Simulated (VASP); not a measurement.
# Sn8Se in VASP: single point with PBEsol

Aim: the single point of Sn8Se with PBEsol.

Program: VASP 6.6.1. These are calculated values, not measurements. Logs are shortened: lines on timing, memory, paths and dates and some standing lists are left out, and cuts for length are marked.

## Step 1: The cell of the first run

The cell holds a slab with vacuum, 9 atoms: a = 4.626 Å, b = 6.542 Å, c = 25.938 Å, α = 90.00°, β = 90.00°, γ = 90.00°.

## Step 2: Single point, PBEsol

File INCAR:

```
SYSTEM = Sn8Se
PREC = Accurate
ENCUT = 520
EDIFF = 1E-7
ISMEAR = 0
SIGMA = 0.1
LREAL = .FALSE.
LASPH = .TRUE.
NELM = 80
ALGO = Normal
ISIF = 2
LWAVE = .FALSE.
LCHARG = .FALSE.
LDIPOL = .TRUE.
IDIPOL = 3
DIPOL = 0.5 0.5 0.485
GGA = PS
NBANDS = 69
```

File KPOINTS:

```
Automatic mesh
0
G
  6 5 1
  0 0 0
```

File POSCAR:

```
Sn8Se
1.0
    4.6255804189      0.0000000000      0.0000000000
    0.0000000000      6.5415585623      0.0000000000
    0.0000000000      0.0000000000     25.9383706284
Sn Se
8 1
Direct
    0.5000000000      0.0000000000      0.3276998437
    0.0000000000      0.2500000000      0.3276998437
    0.0000000000      0.5000000000      0.4168646660
    0.5000000000      0.7500000000      0.4168646660
    0.5000000000      0.0051815111      0.5051763993
    0.0000000000      0.2583783763      0.5080859110
    0.0000000000      0.3924845528      0.6147646076
    0.5000000000      0.7861502669      0.6038212089
    0.0000000000     -0.0103134347      0.6457984454
```

Potentials or basis: VASP PAW PBE potentials, release 64 (Sn_d, Se).

Command:

```
$ cat potpaw_PBE.64/Sn_d/POTCAR potpaw_PBE.64/Se/POTCAR > POTCAR
$ mpirun -np 1 vasp_std > vasp.out
```

OUTCAR:

```text
SYSTEM = Sn8Se
   PREC = Accurate
   ENCUT = 520
   EDIFF = 1E-7
   ISMEAR = 0
   LREAL = .FALSE.
   LASPH = .TRUE.
   NELM = 80
   ISIF = 2
   GGA = PS

 ion  position               nearest neighbor table
   1  0.500  0.000  0.328-   4 2.83   2 2.83   2 2.83
   2  0.000  0.250  0.328-   3 2.83   1 2.83   1 2.83
   3  0.000  0.500  0.417-   2 2.83   4 2.83   4 2.83   6 2.85
   4  0.500  0.750  0.417-   1 2.83   3 2.83   3 2.83   5 2.83
   5  0.500  0.005  0.505-   4 2.83   6 2.85   6 2.85   8 2.93
   6  0.000  0.258  0.508-   3 2.85   5 2.85   5 2.85   7 2.90
   7  0.000  0.392  0.615-   9 2.76   6 2.90   8 3.47   8 3.47
   8  0.500  0.786  0.604-   9 2.88   9 2.88   5 2.93   7 3.47   7 3.47
   9  0.000  0.990  0.646-   7 2.76   8 2.88   8 2.88

  LATTYP: Found a simple orthorhombic cell.
 ALAT       =     4.6255804189
 B/A-ratio  =     1.4142135624
 C/A-ratio  =     5.6075926218

  Lattice vectors:

 A1 = (   4.6255804189,   0.0000000000,   0.0000000000)
 A2 = (   0.0000000000,   6.5415585623,   0.0000000000)
 A3 = (   0.0000000000,   0.0000000000,  25.9383706284)

Analysis of symmetry for initial positions (statically):
=====================================================================
 Subroutine PRICEL returns:
 Original cell was already a primitive cell.

 Routine SETGRP: Setting up the symmetry group for a
 simple orthorhombic supercell.

 Subroutine GETGRP returns: Found  2 space group operations
 (whereof  2 operations were pure point group operations)
 out of a pool of  8 trial point group operations.

The static configuration has the point symmetry C_1h.

Analysis of symmetry for dynamics (positions and initial velocities):
=====================================================================
 Subroutine PRICEL returns:
 Original cell was already a primitive cell.

 Routine SETGRP: Setting up the symmetry group for a
 simple orthorhombic supercell.

 Subroutine GETGRP returns: Found  2 space group operations
 (whereof  2 operations were pure point group operations)
 out of a pool of  8 trial point group operations.

The dynamic configuration has the point symmetry C_1h.

 Subroutine INISYM returns: Found  2 space group operations
 (whereof  2 operations are pure point group operations),
 and found     1 'primitive' translations

----------------------------------------------------------------------------------------

                                     Primitive cell

  volume of cell :     784.8563

  direct lattice vectors                    reciprocal lattice vectors
[... 105 lines left out ...]
   IALGO  =     38    algorithm
   IMIX   =      4    mixing-type and parameters
     AMIX     =   0.40;   BMIX     =  1.00
     AMIX_MAG =   1.60;   BMIX_MAG =  1.00
  volume/ion in A,a.u.               =      87.21       588.50
  Fermi-wavevector in a.u.,A,eV,Ry     =   0.870507  1.645019 10.310249  0.757782
  Thomas-Fermi vector in A             =   1.989482
   LORBIT       =      0    0 simple, 1 ext, 2 COOP (PROOUT), +10 PAW based schemes
   GGA     = PS    functional components
   LHFCALC =     F    Hartree Fock is set to
   AEXX    =    0.0000 exact exchange contribution
   IVDW    =     0    specifies the selected vdW correction
   LEPSILON=     F    determine dielectric tensor
   LRPA    =     F    only Hartree local field effects (RPA)
 non-spin polarized calculation
 Gauss-broadening in eV      SIGMA  =   0.10
  energy-cutoff  :      520.00
  volume of cell :      784.86
 maximum number of plane-waves:     21178
 NGX is ok and might be reduce to    36
   NGX = 17   NGY = 25   NGZ = 97

 dipolmoment           0.000000      0.000000     -0.132041 electrons x Angstroem

 number of electron     117.9999977 magnetization

 dipolmoment           0.000000      0.000000      0.049479 electrons x Angstroem

 Free energy of the ion-electron system (eV)
  ---------------------------------------------------
  ext. energy  EPLUGINS =         0.00000000
  ---------------------------------------------------
  free energy    TOTEN  =       -35.43172057 eV

  energy without entropy =      -35.38683669  energy(sigma->0) =      -35.40927863

 E-fermi :  -0.9103     XC(G=0):  -4.0680

 val. band max:       -0.9144787261   @ k =   0.3333   0.2000   0.0000
 cond. band min:      -0.9089062581   @ k =   0.1667   0.0000   0.0000
 fundamental gap:      0.0055724680
 Fermi energy:        -0.9103228036

 k-point     1 :       0.0000    0.0000    0.0000
  band No.  band energies     occupation
      1     -22.5127      2.00000
      2     -22.4986      2.00000
      3     -22.4672      2.00000
      4     -22.4456      2.00000
      5     -22.4416      2.00000
      6     -22.4167      2.00000
[... 853 lines left out ...]
     68       2.3606      0.00000
     69       2.5667      0.00000

------------------------ aborting loop because EDIFF is reached ----------------------------------------

 vacuum level on the upper side and lower side of the slab       (xc-potential included)         0.075        -0.198

  FORCE on cell =-STRESS in cart. coord.  units (eV):
  Direction    XX          YY          ZZ          XY          YZ          ZX
  --------------------------------------------------------------------------------------
  -------------------------------------------------------------------------------------
  Total       -4.3623196     -4.9867890      0.1214550      0.0000000      0.0287136      0.0000000
  in kB       -8.9050816    -10.1798508      0.2479338      0.0000000      0.0586148      0.0000000
  external PRESSURE =      -6.2789995 kB  Pullay stress =       0.0000000 kB

 VOLUME and BASIS-vectors are now :
 -----------------------------------------------------------------------------
  energy-cutoff  :      520.00
  volume of cell :      784.86
      direct lattice vectors                 reciprocal lattice vectors
     4.625580419  0.000000000  0.000000000     0.216189085  0.000000000  0.000000000
     0.000000000  6.541558562  0.000000000     0.000000000  0.152868768  0.000000000
     0.000000000  0.000000000 25.938370628     0.000000000  0.000000000  0.038552923

 POSITION                                       TOTAL-FORCE (eV/Angst)
 -----------------------------------------------------------------------------------
      2.31279      0.00000      8.50000         0.000000      0.163967     -0.057849
      0.00000      1.63539      8.50000         0.000000     -0.170269     -0.062084
      0.00000      3.27078     10.81279         0.000000     -0.128337      0.076998
      2.31279      4.90617     10.81279         0.000000      0.139509      0.031353
      2.31279      0.03390     13.10345         0.000000     -0.009435      0.019245
      0.00000      1.69020     13.17892         0.000000     -0.003270      0.016646
      0.00000      2.56746     15.94599         0.000000      0.006277     -0.004755
      2.31279      5.14265     15.66214         0.000000     -0.002827     -0.008807
      0.00000      6.47409     16.75096         0.000000      0.004385     -0.010748
 -----------------------------------------------------------------------------------
    total drift:                                0.000000     -0.000340     -0.000413

  FREE ENERGIE OF THE ION-ELECTRON SYSTEM (eV)
  ---------------------------------------------------
  free  energy   TOTEN  =       -35.4317205737 eV

  energy  without entropy=      -35.3868366852  energy(sigma->0) =      -35.40927863

 vacuum level on the upper side and lower side of the slab         3.810         3.535
```

OSZICAR:

```text
N       E                     dE             d eps       ncg     rms          rms(c)
DAV:   1     0.106766185193E+04    0.10677E+04   -0.56558E+04  1880   0.168E+03
DAV:   2     0.944594593377E+02   -0.97320E+03   -0.95841E+03  1832   0.413E+02
DAV:   3    -0.283117751833E+02   -0.12277E+03   -0.12133E+03  1918   0.179E+02
[... 23 lines left out ...]
DAV:  27    -0.354317173932E+02   -0.76135E-06   -0.20979E-08  1085   0.141E-03    0.238E-04
DAV:  28    -0.354317194362E+02   -0.20431E-05   -0.63503E-08  1111   0.115E-03    0.126E-04
DAV:  29    -0.354317197650E+02   -0.32876E-06   -0.63670E-09  1085   0.108E-03    0.807E-05
DAV:  30    -0.354317201292E+02   -0.36420E-06   -0.28469E-09  1015   0.547E-04    0.732E-05
DAV:  31    -0.354317205067E+02   -0.37755E-06   -0.39999E-09  1039   0.668E-04    0.589E-05
DAV:  32    -0.354317205737E+02   -0.66982E-07    0.26110E-09   944   0.349E-04
   1 F= -.35431721E+02 E0= -.35409279E+02  d E =-.448839E-01
```

stdout:

```text
POSCAR found type information on POSCAR SnSe
 POSCAR found :  2 types and       9 ions
 scaLAPACK will be used
 -----------------------------------------------------------------------------
|                                                                             |
|                                                                             |
|     You enforced a specific xc type in the INCAR file but a different       |
|     I HOPE YOU KNOW WHAT YOU ARE DOING!                                     |
|                                                                             |
 -----------------------------------------------------------------------------

 LDA part: xc-table for (Slater+PW92), standard interpolation
 POSCAR, INCAR and KPOINTS ok, starting setup
 FFT: planning ... GRIDC
 FFT: planning ... GRID_SOFT
 FFT: planning ... GRID
 WAVECAR not read
 entering main loop
```

It took 30 min on 1 thread of Intel Xeon Platinum 8259CL at 2.50GHz (Skylake/Cascade Lake), shared host; peak memory 0.97 GiB.

What came out:

- Free energy: -35.4317 eV
- Largest force: 0.181 eV/Å
- Band gap on the k mesh: zero (bands 59 and 60 overlap by 0.22 eV)

Forces on the atoms (eV/Å):
```
Sn   0.000  0.164 -0.058
Sn   0.000 -0.170 -0.062
Sn   0.000 -0.128  0.077
Sn   0.000  0.140  0.031
Sn   0.000 -0.009  0.019
Sn   0.000 -0.003  0.017
Sn   0.000  0.006 -0.005
Sn   0.000 -0.003 -0.009
Se   0.000  0.004 -0.011
```

Caveat: the PAW data sets were made with another functional, which shifts forces and pressure a little; spin-orbit coupling is left out, which moves the levels of the heavy elements.
